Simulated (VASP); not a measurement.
# Ir (P6/mmm) in VASP: single point with LDA

Aim: the single point of Ir with LDA.

Program: VASP 6.6.1. These are calculated values, not measurements. Logs are shortened: lines on timing, memory, paths and dates and some standing lists are left out, and cuts for length are marked.

## Step 1: The cell of the first run

It takes space group P6/mmm (No. 191, hexagonal). Conventional cell: a = 2.740 Å, b = 2.740 Å, c = 4.355 Å, α = 90.00°, β = 90.00°, γ = 120.00°. Ir (site symmetry 6/mmm) has 6 Ir at 2.74 Å within 3.6 Å.

## Step 2: Single point, LDA

The input, INCAR:

```
PREC = Accurate
ENCUT = 500
EDIFF = 1E-6
ISMEAR = 1
SIGMA = 0.02
LREAL = F
LASPH = T
NELM = 120
ALGO = Normal
ISIF = 2
LWAVE = F
LCHARG = F
GGA = CA
NBANDS = 10
GGA_COMPAT = F
```

The input, KPOINTS:

```
regular mesh
0
Gamma
  10 10 5
```

The input, POSCAR:

```
Ir
1.0
    2.7399100000      0.0000000000      0.0000000000
   -1.3699500000      2.3728300000      0.0000000000
    0.0000000000      0.0000000000      4.3554600000
Ir
1
Direct
    0.6666666667      0.3333333333      0.5000000000
```

Potentials or basis: VASP PAW LDA potentials, release 64 (Ir).

Started as:

```sh
cat potpaw_LDA.64/Ir/POTCAR > POTCAR
mpirun -np 1 vasp_std > vasp.out
```

OUTCAR:

```text
PREC = Accurate
   ENCUT = 500
   EDIFF = 1E-6
   ISMEAR = 1
   LREAL = F
   LASPH = T
   NELM = 120
   ISIF = 2
   GGA = CA

 ion  position               nearest neighbor table
   1  0.667  0.333  0.500-

  LATTYP: Found a hexagonal cell.
 ALAT       =     2.7399100000
 C/A-ratio  =     1.5896361559

  Lattice vectors:

 A1 = (   2.7399100000,   0.0000000000,   0.0000000000)
 A2 = (  -1.3699500000,   2.3728300000,   0.0000000000)
 A3 = (   0.0000000000,   0.0000000000,   4.3554600000)

Analysis of symmetry for initial positions (statically):
=====================================================================
 Subroutine PRICEL returns:
 Original cell was already a primitive cell.

 Routine SETGRP: Setting up the symmetry group for a
 hexagonal supercell.

 Subroutine GETGRP returns: Found 24 space group operations
 (whereof 12 operations were pure point group operations)
 out of a pool of 24 trial point group operations.

The static configuration has the point symmetry D_3h.
 The point group associated with its full space group is D_6h.

Analysis of symmetry for dynamics (positions and initial velocities):
=====================================================================
 Subroutine PRICEL returns:
 Original cell was already a primitive cell.

 Routine SETGRP: Setting up the symmetry group for a
 hexagonal supercell.

 Subroutine GETGRP returns: Found 24 space group operations
 (whereof 12 operations were pure point group operations)
 out of a pool of 24 trial point group operations.

The dynamic configuration has the point symmetry D_3h.
 The point group associated with its full space group is D_6h.

 Subroutine INISYM returns: Found 24 space group operations
 (whereof 12 operations are pure point group operations),
 and found     1 'primitive' translations

----------------------------------------------------------------------------------------

                                     Primitive cell

  volume of cell :      28.3163

  direct lattice vectors                    reciprocal lattice vectors
     2.739910000  0.000000000  0.000000000     0.364975492  0.210718077  0.000000000
    -1.369950000  2.372830000  0.000000000     0.000000000  0.421437693  0.000000000
     0.000000000  0.000000000  4.355460000     0.000000000  0.000000000  0.229596874

  length of vectors
     2.739910000  2.739906059  4.355460000     0.421437086  0.421437693  0.229596874

[... 83 lines left out ...]
   NFREE  =      0    steps in history (QN), initial steepest desc. (CG)
   ISIF   =      2    stress and relaxation
   ISYM   =      2    0-nonsym 1-usesym 2-fastsym
   POTIM  = 0.5000    time-step for ionic-motion
   TEBEG  =    0.0;   TEEND  =   0.0 temperature during run
   PSTRESS=    0.0 pullay stress
   NELECT =       9.0000    total number of electrons
   NUPDOWN=      -1.0000    fix difference up-down
   EMIN   =  10.00;   EMAX   =-10.00  energy-range for DOS
   EFERMI =   0.00;   METHOD = LEGACY
   ISMEAR =     1;   SIGMA  =   0.02  broadening in eV -4-tet -1-fermi 0-gaus
   EFERMI_NEDOS =   21; number of points for ismear=-14 and -15
   IALGO  =     38    algorithm
   IMIX   =      4    mixing-type and parameters
     AMIX     =   0.40;   BMIX     =  1.00
     AMIX_MAG =   1.60;   BMIX_MAG =  1.00
  volume/ion in A,a.u.               =      28.32       191.09
  Fermi-wavevector in a.u.,A,eV,Ry     =   1.117232  2.111262 16.982891  1.248207
  Thomas-Fermi vector in A             =   2.253853
   LORBIT       =      0    0 simple, 1 ext, 2 COOP (PROOUT), +10 PAW based schemes
   GGA     = CA    functional components
   LHFCALC =     F    Hartree Fock is set to
   AEXX    =    0.0000 exact exchange contribution
   IVDW    =     0    specifies the selected vdW correction
   LEPSILON=     F    determine dielectric tensor
   LRPA    =     F    only Hartree local field effects (RPA)
 non-spin polarized calculation
 Methfessel and Paxton  Order N= 1 SIGMA  =   0.02
  energy-cutoff  :      500.00
  volume of cell :       28.32
 maximum number of plane-waves:       738
 NGX is ok and might be reduce to    20
   NGX =  9   NGY =  9   NGZ = 15

 number of electron       8.9999998 magnetization

 Free energy of the ion-electron system (eV)
  ---------------------------------------------------
  ext. energy  EPLUGINS =         0.00000000
  ---------------------------------------------------
  free energy    TOTEN  =        -7.77823269 eV

  energy without entropy =       -7.77840037  energy(sigma->0) =       -7.77828858

 E-fermi :   1.4998     XC(G=0):  -9.9137

 val. band max:        1.4851184767   @ k =   0.2000   0.1000   0.2000
 cond. band min:       1.5012749907   @ k =   0.4000  -0.0000   0.4000
 fundamental gap:      0.0161565139
 Fermi energy:         1.4997613858

 k-point     1 :       0.0000    0.0000    0.0000
  band No.  band energies     occupation
      1      -5.5240      2.00000
      2      -0.8670      2.00000
      3      -0.7571      2.00000
      4      -0.7570      2.00000
      5       2.2179      0.00000
      6       2.2179      0.00000
      7       5.5519      0.00000
      8      11.0295      0.00000
      9      18.3762      0.00000
     10      25.4402      0.00000
[... 287 lines left out ...]
 k-point    24 :       0.4000    0.1000    0.2000
  band No.  band energies     occupation
      1      -3.4358      2.00000
      2      -1.3898      2.00000
      3       1.1460      2.00000
      4       1.2125      2.00000
      5       1.6902     -0.00000
      6       5.0653      0.00000
      7       8.9735      0.00000
      8      10.9636      0.00000
      9      13.8800      0.00000
     10      16.2166      0.00000

 [... further k-points ...]

------------------------ aborting loop because EDIFF is reached ----------------------------------------

  FORCE on cell =-STRESS in cart. coord.  units (eV):
  Direction    XX          YY          ZZ          XY          YZ          ZX
  --------------------------------------------------------------------------------------
  -------------------------------------------------------------------------------------
  Total       -6.3148554     -6.3148466     -0.8644619     -0.0000133      0.0000000      0.0000000
  in kB     -357.3033134   -357.3028123    -48.9124592     -0.0007529      0.0000000      0.0000000
  external PRESSURE =    -254.5061950 kB  Pullay stress =       0.0000000 kB

 VOLUME and BASIS-vectors are now :
 -----------------------------------------------------------------------------
  energy-cutoff  :      500.00
  volume of cell :       28.32
      direct lattice vectors                 reciprocal lattice vectors
     2.739910000  0.000000000  0.000000000     0.364975492  0.210718077  0.000000000
    -1.369950000  2.372830000  0.000000000     0.000000000  0.421437693  0.000000000
     0.000000000  0.000000000  4.355460000     0.000000000  0.000000000  0.229596874

 POSITION                                       TOTAL-FORCE (eV/Angst)
 -----------------------------------------------------------------------------------
      1.36996      0.79094      2.17773         0.000000      0.000000      0.000000
 -----------------------------------------------------------------------------------
    total drift:                               -0.000000      0.000000      0.000000

  FREE ENERGIE OF THE ION-ELECTRON SYSTEM (eV)
  ---------------------------------------------------
  free  energy   TOTEN  =        -7.7782326877 eV

  energy  without entropy=       -7.7784003686  energy(sigma->0) =       -7.77828858
```

stdout:

```text
POSCAR found type information on POSCAR Ir
 POSCAR found :  1 types and       1 ions
 scaLAPACK will be used
 LDA part: xc-table for (Slater(with rela. corr.)+CA(PZ))
 , standard interpolation
 POSCAR, INCAR and KPOINTS ok, starting setup
 FFT: planning ... GRIDC
 FFT: planning ... GRID_SOFT
 FFT: planning ... GRID
 WAVECAR not read
 entering main loop
```

Run time: 7.7 s. Hardware: 1 thread of Intel Xeon Platinum 8488C (Sapphire Rapids), shared host; peak memory 0.13 GiB.

Results:

```yaml
Free_energy: -7.7782 eV
Pressure: -25.5 GPa
```

Caveat: spin-orbit coupling is left out, which moves the levels of the heavy elements.
